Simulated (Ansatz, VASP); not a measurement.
TiAl: VASP beside Ansatz

Contents of POSCAR:

```
TiAl
1.0
    3.0919221242      0.0000000000      0.0000000000
    0.0000000000      3.0919221242      0.0000000000
    0.0000000000      0.0000000000      3.0919221242
Ti Al
1 1
Direct
    0.0000000000      0.0000000000      0.0000000000
    0.5000000000      0.5000000000      0.5000000000
```

The input INCAR.step1:

```
ALGO = Normal
EDIFF = 1E-5
ENCUT = 520
GGA = PE
ISIF = 2
ISMEAR = 1
LASPH = T
LREAL = F
LWAVE = T
NBANDS = 14
NELM = 60
PREC = Accurate
SIGMA = 0.025
```

The input INCAR.step2:

```
AEXX = 0.25
ALGO = Normal
EDIFF = 1E-6
ENCUT = 520
ISIF = 2
ISMEAR = 1
ISTART = 1
LASPH = T
LCHARG = T
LELF = T
LHFCALC = T
LMIXTAU = T
LREAL = F
LVHAR = T
LWAVE = F
METAGGA = R2SCAN
NBANDS = 14
NELM = 60
PREC = Accurate
PRECFOCK = Normal
SIGMA = 0.025
```

File KPOINTS:

```
k-points
0
Gamma
  6 6 6
```

The input input.yaml:

```yaml
crystal:
  lattice:
    - [3.0919221242, 0.0, 0.0]
    - [0.0, 3.0919221242, 0.0]
    - [0.0, 0.0, 3.0919221242]
  atoms:
    - { symbol: Ti, position: [0.0, 0.0, 0.0] }
    - { symbol: Al, position: [0.5, 0.5, 0.5] }
hamiltonian:
  xc: r2scan0
  pseudopotentials: { kind: paw, level: accurate }
kpoints:
  mp_grid: { grid: [6, 6, 6] }
scf:
  occupations: { method: methfessel_paxton, width: 0.025 }
output:
  forces: true
  stress: true
  eigenvalues: true
  bader: true
  populations: intrinsic
```

Change from the starting cell: volume scaled by 0.92.

Alike in both runs: functional r2SCAN0; k mesh 6 × 6 × 6; occupations methfessel-paxton of order 1, width 0.025 eV; no spin polarisation.

|  | VASP | Ansatz |
| --- | --- | --- |
| version | VASP 6.6.1 | Ansatz 0.2.0 |
| potentials or method | VASP PAW PBE potentials, release 64 (Ti_sv, Al) | Ansatz PAW earlier set |
| plane-wave cutoff (eV) | 520 | 1050 |
| valence electrons in the cell | 15 | 23 |
| task | single point | atomic charges |

VASP gave:

| Quantity | Value |
| --- | --- |
| gap on the k mesh at the Fermi level (eV) | none |
| pressure (GPa) | 8.4 |

Question: Estimate Ansatz's values.

Answer: gap on the k mesh at the Fermi level (eV): none; pressure (GPa): 8.6.

VASP's potentials were made for PBE, not for r2SCAN0. A gap of «none» marks a metal or a gap that the smearing closes. With one functional, cell and mesh, what is left measures potentials, basis and numerics. VASP's potentials hold 15 valence electrons a cell and Ansatz's 23, so a difference there can come from the potentials and not from the codes.
